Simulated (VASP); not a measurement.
Zr: single point with r2SCAN

The system is Zr.

```
Zr
1.0
     3.24533    0.00000    0.00000
    -1.62267    2.81054    0.00000
     0.00000    0.00000    5.15384
Zr
2
Direct
  0.33333 0.66667 0.25000
  0.66667 0.33333 0.75000
```

```json
{"Program": "VASP 6.6.1", "Task": "single point", "Functional": "r2SCAN", "Potentials or basis": "VASP PAW PBE potentials, release 64 (Zr_sv)", "Cutoff": "520 eV", "k mesh": "21 × 21 × 12", "Occupations": "gaussian, width 0.1 eV", "Spin": "no spin polarisation"}
```

* Pressure: 0.0 GPa
* Band gap on the k mesh: zero (bands 12 and 13 overlap by 1.35 eV)

Levels at points of the mesh, in eV from the Fermi level:
```tsv
k point	band 9	band 10	band 11	band 12	band 13	band 14	band 15	band 16
(0.00, 0.00, 0.00)	-6.01	-3.19	0.96	0.96	1.00	1.15	1.70	1.70
(0.00, 0.00, 0.50)	-4.21	-4.21	0.02	0.02	0.87	0.87	0.87	0.87
```

Wall time 13 min on 1 thread of Intel(R) Xeon(R) Platinum 8488C (Sapphire Rapids) (shared host), peak memory 0.35 GiB.

Caveat: the PAW data sets were made with another functional, which shifts forces and pressure a little.
